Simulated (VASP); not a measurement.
A run of VASP 6.6.1 is set up as follows.

INCAR

```
SYSTEM = Ca
  ALGO = Fast
  EDIFF = 1E-6
  ENCUT = 520
  ISIF = 2
  ISMEAR = 0
  LASPH = .TRUE.
  LCHARG = .FALSE.
  LREAL = .FALSE.
  LWAVE = .FALSE.
  NBANDS = 11
  NELM = 80
  PREC = Accurate
  SIGMA = 0.15
```

File KPOINTS:

```
k-points
0
G
  16 16 16
  0 0 0
```

The input POSCAR:

```
Ca
1.0
   -2.2400000000      2.2400000000      2.1728000000
    2.2400000000     -2.2400000000      2.1728000000
    2.2400000000      2.2400000000     -2.1728000000
Ca
1
Direct
    0.0000000000      0.0000000000      0.0000000000
```

Potentials or basis: VASP PAW LDA potentials, release 64 (Ca_sv).

Run with:

```bash
$ cat potpaw_LDA.64/Ca_sv/POTCAR > POTCAR
$ mpirun -np 1 vasp_std > vasp.out
```

Task: Estimate the band gap on the k mesh.

Result: Zero (bands 5 and 6 overlap by 0.37 eV).

Task: Estimate the pressure.

Result: -2.2 GPa.

Caveat: the cell differs from its parent crystal (strain -0.0300 x Voigt [0, 0, 1, 0, 0, 0]).
